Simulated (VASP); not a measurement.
Runs of VASP 6.6.1 on AlN. The structure is that of space group P6_3mc (No. 186), or close to it. The cells are those of the table. 

| task | cell | k mesh | cutoff (eV) | gap on the mesh (eV) | pressure (GPa) |
| --- | --- | --- | --- | --- | --- |
| relaxation of cell and atoms | relaxed from a = 3.129, b = 3.129, c = 5.017 Å, angles 90.0, 90.0, 120.0°, 4 atoms | 9 × 9 × 6 | 600 | 4.93 | 0.0 |
| single point | a = 3.246, b = 3.246, c = 4.844 Å, angles 90.0, 90.0, 120.0°, 4 atoms | 12 × 12 × 6 | 520 | 4.05 | (a) |
| single point | a = 3.200, b = 3.200, c = 5.128 Å, angles 90.0, 90.0, 120.0°, 4 atoms | 12 × 12 × 6 | 520 | (b) | -16.1 |
| relaxation of the atoms | atoms relaxed from a = 3.107, b = 3.107, c = 4.979 Å, angles 90.4, 89.1, 120.0°, 4 atoms | 9 × 9 × 6 | 520 | 4.91 | -0.4 |
| single point | a = 2.967, b = 2.967, c = 4.755 Å, angles 90.0, 90.0, 120.0°, 4 atoms | 12 × 12 × 6 | 520 | 5.77 | 37.8 |
| single point | a = 3.246, b = 3.246, c = 4.835 Å, angles 90.0, 90.0, 120.0°, 4 atoms | 12 × 12 × 6 | 520 | (c) | (d) |
| single point | a = 3.013, b = 3.013, c = 5.056 Å, angles 90.0, 90.0, 120.0°, 4 atoms | 12 × 12 × 6 | 520 | 5.34 | 10.7 |

Alike in all rows: level r2SCAN; potentials or basis VASP PAW PBE potentials, release 64 (Al, N); no spin polarisation; smearing gaussian 0.02 eV.

Task: Estimate the missing entries.

Result: (a) -12.3; (b) 4.13; (c) 3.98; (d) -12.5.

Caveats: the PAW data sets were made with another functional, which shifts forces and pressure a little.

A k mesh can miss the band edges.
